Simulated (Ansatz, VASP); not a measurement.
Pd in VASP and in Ansatz

The input INCAR:

```
SYSTEM = Pd
ALGO = Normal
DIPOL = 0.5 0.5 0.500
EDIFF = 1E-6
ENCUT = 520
GGA = PE
IDIPOL = 3
ISIF = 2
ISMEAR = -1
LASPH = .True.
LCHARG = .True.
LDIPOL = .True.
LELF = .True.
LREAL = .False.
LVACPOTAV = .True.
LVHAR = .True.
LWAVE = .False.
NBANDS = 39
NELM = 80
PREC = Accurate
SIGMA = 0.08
```

KPOINTS

```
k-points
0
Gamma
  17 17 1
  0 0 0
```

File POSCAR:

```
Pd
1.0
    2.7896894585      0.0000000000      0.0000000000
   -1.3948447292      2.4159419397      0.0000000000
    0.0000000000      0.0000000000     33.3727000000
Pd
6
Direct
    0.1666666667      0.3333333333      0.3296111330
    0.5000000000      1.0000000000      0.3980127824
    0.8333333333      0.6666666667      0.4659299753
    0.1666666667      0.3333333333      0.5340700245
    0.5000000000      1.0000000000      0.6019872167
    0.8333333333      0.6666666667      0.6703888670
```

Input for Ansatz:

```yaml
crystal:
  lattice:
    - [2.7896894585, 0.0, 0.0]
    - [-1.3948447292, 2.4159419397, 0.0]
    - [0.0, 0.0, 33.3727]
  atoms:
    - { symbol: Pd, position: [0.1666666667, 0.3333333333, 0.329611133] }
    - { symbol: Pd, position: [0.5, 1.0, 0.3980127824] }
    - { symbol: Pd, position: [0.8333333333, 0.6666666667, 0.4659299753] }
    - { symbol: Pd, position: [0.1666666667, 0.3333333333, 0.5340700245] }
    - { symbol: Pd, position: [0.5, 1.0, 0.6019872167] }
    - { symbol: Pd, position: [0.8333333333, 0.6666666667, 0.670388867] }
kpoints:
  mp_grid: { grid: [17, 17, 1] }
scf:
  occupations: { method: fermi_dirac, width: 0.08 }
hamiltonian:
  xc: pbe
  pseudopotentials: { kind: all_electron, lapw: { basis_error: 0.001 } }
output:
  forces: true
  stress: true
  eigenvalues: true
efield:
  axis: 3
  amplitude: 0
  dipole_correction: true
```

Alike in both runs: task single point; functional PBE; k mesh 17 × 17 × 1; occupations fermi-dirac, width 0.08 eV; no spin polarisation.

|  | VASP | Ansatz |
| --- | --- | --- |
| version | VASP 6.6.1 | Ansatz 0.2.0 |
| potentials or method | VASP PAW PBE potentials, release 64 (Pd), cutoff 520 eV | all-electron LAPW, scalar-relativistic |

Ansatz gave:

* rms of the force components (eV/Å): 0.001

**Question.** What did VASP give for the same quantities?

**Answer.** rms of the force components (eV/Å): 0.004.

Atom by atom the forces differ by 0.004 eV/Å (rms over components). Ansatz ran all-electron here, and VASP with PAW potentials.
